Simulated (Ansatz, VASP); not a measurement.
## One calculation of InAs, two programs

The input POSCAR:

```
InAs
1.0
    0.0000000000      3.0240000793      3.0240000793
    3.0240000793      0.0000000000      3.0240000793
    3.0240000793      3.0240000793      0.0000000000
In As
1 1
Direct
    0.0000000000      0.0000000000      0.0000000000
    0.7500000000      0.7500000000      0.7500000000
```

File INCAR.step1:

```
SYSTEM = InAs
PREC     = Accurate       ! precision mode
ENCUT    = 520            ! plane-wave cutoff, eV
EDIFF    = 1E-5           ! SCF threshold, eV
ISMEAR   = 0              ! smearing method
SIGMA    = 0.05           ! smearing width, eV
LREAL    = .False.        ! projectors in reciprocal space
LASPH    = .True.         ! aspherical terms in the spheres
NELM     = 100            ! most SCF steps
ALGO     = Normal         ! electronic algorithm
ISIF     = 2              ! what is computed and relaxed
LWAVE    = .True.         ! write WAVECAR
LCHARG   = .False.        ! write CHGCAR
NBANDS   = 16             ! bands
GGA      = PE             ! functional
```

INCAR.step2

```
SYSTEM = InAs
PREC     = Accurate       ! precision mode
ENCUT    = 520            ! plane-wave cutoff, eV
EDIFF    = 1E-6           ! SCF threshold, eV
ISMEAR   = 0              ! smearing method
SIGMA    = 0.05           ! smearing width, eV
LREAL    = .False.        ! projectors in reciprocal space
LASPH    = .True.         ! aspherical terms in the spheres
NELM     = 100            ! most SCF steps
ALGO     = Normal         ! electronic algorithm
ISIF     = 2              ! what is computed and relaxed
LWAVE    = .False.        ! write WAVECAR
LCHARG   = .False.        ! write CHGCAR
GGA      = PE             ! functional
LHFCALC  = .True.         ! exact exchange
AEXX     = 0.2            ! exact-exchange fraction
HFSCREEN = 0.20787        ! screening, 1/A
PRECFOCK = Normal       
NBANDS   = 16             ! bands
ISTART   = 1
```

The input KPOINTS:

```
Automatic mesh
0
Gamma
  6 6 6
  0 0 0
```

Input for Ansatz:

```yaml
crystal:
  lattice:
    - [0.0, 3.0240000793, 3.0240000793]
    - [3.0240000793, 0.0, 3.0240000793]
    - [3.0240000793, 3.0240000793, 0.0]
  atoms:
    - { symbol: In, position: [0.0, 0.0, 0.0] }
    - { symbol: As, position: [0.75, 0.75, 0.75] }
basis:
  ecutwfc: 420
  ecutrho_ratio: 4
kpoints:
  mp_grid: { grid: [6, 6, 6] }
hamiltonian:
  xc: { preset: hse06, exx: { coeff: 0.2, omega: 0.20787 } }
scf:
  occupations: { method: gaussian, width: 0.05 }
  n_extra_bands: 9
output:
  forces: true
  stress: true
  eigenvalues: true
  populations: true
  dos: { projected: true, de: 0.02 }
  write_density: true
  write_potential: true
  elf: true
  volumetric_format: npy
```

Alike in both runs: task single point; functional PBE-based screened hybrid with a share of 0.2 of exact exchange and HFSCREEN = 0.20787; k mesh 6 × 6 × 6; occupations gaussian, width 0.05 eV; no spin polarisation.

```csv
,VASP,Ansatz
version,VASP 6.6.1,Ansatz 0.2.0
potentials or method,"VASP PAW PBE potentials, release 64 (In_d, As), cutoff 520 eV","scalar-relativistic, plane waves, PAW"
valence electrons in the cell,18,28
```

Ansatz gave:

* gap on the k mesh at the Fermi level (eV): 0.38
* least direct gap on the mesh (eV): 0.38
* pressure (GPa): 2.2

Q: What did VASP give for the same quantities?

A: gap on the k mesh at the Fermi level (eV): 0.38; least direct gap on the mesh (eV): 0.38; pressure (GPa): 2.0.

VASP's potentials were made for PBE, not for PBE-based screened hybrid. With one functional, cell and mesh, what is left measures potentials, basis and numerics. VASP's potentials hold 18 valence electrons a cell and Ansatz's 28, so a difference there can come from the potentials and not from the codes. Ansatz's warnings: stress exchange threshold loose, stress scf threshold loose.
